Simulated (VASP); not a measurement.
MoS2:

```
CELL_PARAMETERS angstrom
3.16158 0.00000 0.00000
-1.58079 2.73801 0.00000
0.00000 0.00000 6.18361
ATOMIC_POSITIONS crystal
Mo 0.00000 0.00000 0.50000
S 0.66667 0.33333 0.74468
S 0.33333 0.66667 0.25532
```

Base run:

```yaml
Program: VASP 6.6.1
Functional: RPBE
Dispersion: D3(BJ)
Potentials_or_basis: VASP PAW PBE potentials, release 64 (Mo_sv, S)
Cutoff: 520 eV
k_mesh: 9 × 9 × 4
Occupations: fermi-dirac, width 0.05 eV
Spin: no spin polarisation
```

Its results: band gap on the k mesh zero (band 13 reaches 8.49 eV, above the bottom of band 14 at 7.44 eV); pressure -6.2 GPa; largest force 0.845 eV/Å.

Question: The run is repeated on the same cell with these changes: functional from RPBE to PBEsol; dispersion from D3(BJ) to none. What comes out?

Answer: Band gap on the k mesh zero (band 13 reaches 8.29 eV, above the bottom of band 14 at 7.30 eV); pressure 5.5 GPa; largest force 1.091 eV/Å.

Several settings changed at once, so the effect can't be laid on one alone.

Caveats: the PAW data sets were made with another functional, which shifts forces and pressure a little; this functional lacks dispersion, which binds the layers, so the pressure and a relaxed spacing across them are unreliable (some runs).
